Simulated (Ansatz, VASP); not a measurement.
## AgPt3 in VASP and in Ansatz

File INCAR:

```
SYSTEM = AgPt3
PREC = Accurate
ENCUT = 520
EDIFF = 1E-6
ISMEAR = -1
SIGMA = 0.08
LREAL = .False.
LASPH = .True.
NELM = 60
ALGO = Normal
ISIF = 2
LWAVE = .False.
LCHARG = .True.
LELF = .True.
LVHAR = .True.
NBANDS = 28
```

The input KPOINTS:

```
regular mesh
0
Gamma
  9 9 9
  0 0 0
```

The input POSCAR:

```
AgPt3
1.0
    3.9780000000      0.0000000000      0.0000000000
    0.0000000000      3.9780000000      0.0000000000
    0.0000000000      0.0000000000      3.9000000000
Ag Pt
1 3
Direct
    0.0000000000      0.0000000000      0.0000000000
    0.0000000000      0.5000000000      0.5000000000
    0.5000000000      0.0000000000      0.5000000000
    0.5000000000      0.5000000000      0.0000000000
```

Input for Ansatz:

```yaml
crystal:
  lattice:
    - [3.978, 0.0, 0.0]
    - [0.0, 3.978, 0.0]
    - [0.0, 0.0, 3.9]
  atoms:
    - { symbol: Ag, position: [0.0, 0.0, 0.0] }
    - { symbol: Pt, position: [0.0, 0.5, 0.5] }
    - { symbol: Pt, position: [0.5, 0.0, 0.5] }
    - { symbol: Pt, position: [0.5, 0.5, 0.0] }
kpoints:
  mp_grid: { grid: [9, 9, 9] }
  band_path:
    path:
      - [0.0, 0.0, 0.0]
      - [0.0, 0.5, 0.0]
      - [0.5, 0.5, 0.0]
      - [0.0, 0.0, 0.0]
      - [0.0, 0.0, 0.5]
      - [0.0, 0.5, 0.5]
      - [0.5, 0.5, 0.5]
      - [0.0, 0.0, 0.5]
      - [0.0, 0.5, 0.0]
    npoints: 5
scf:
  occupations: { method: fermi_dirac, width: 0.08 }
hamiltonian:
  xc: lda
  pseudopotentials: { kind: all_electron, lapw: { basis_error: 0.0005 } }
output:
  forces: true
  stress: true
  eigenvalues: true
```

Change from the starting cell: equal xx and yy strain of +2 %.

Alike in both runs: task single point; functional LDA; k mesh 9 × 9 × 9; occupations fermi-dirac, width 0.08 eV; no spin polarisation.

```csv
,VASP,Ansatz
version,VASP 6.6.1,Ansatz 0.2.0
potentials or method,"VASP PAW LDA potentials, release 64 (Ag, Pt), cutoff 520 eV","all-electron LAPW, scalar-relativistic"
```

VASP gave:

* pressure (GPa): -6.9
* traceless stress, the component that is largest in VASP (GPa): 1.18

Question: What did Ansatz give for the same quantities?

Answer: Pressure (GPa): -7.4; traceless stress, the component that is largest in VASP (GPa): 1.19.

LDA's correlation is that of Perdew and Zunger in VASP and of Perdew and Wang (1992) in Ansatz. Ansatz ran all-electron here, and VASP with PAW potentials.

Spin-orbit coupling is off throughout.
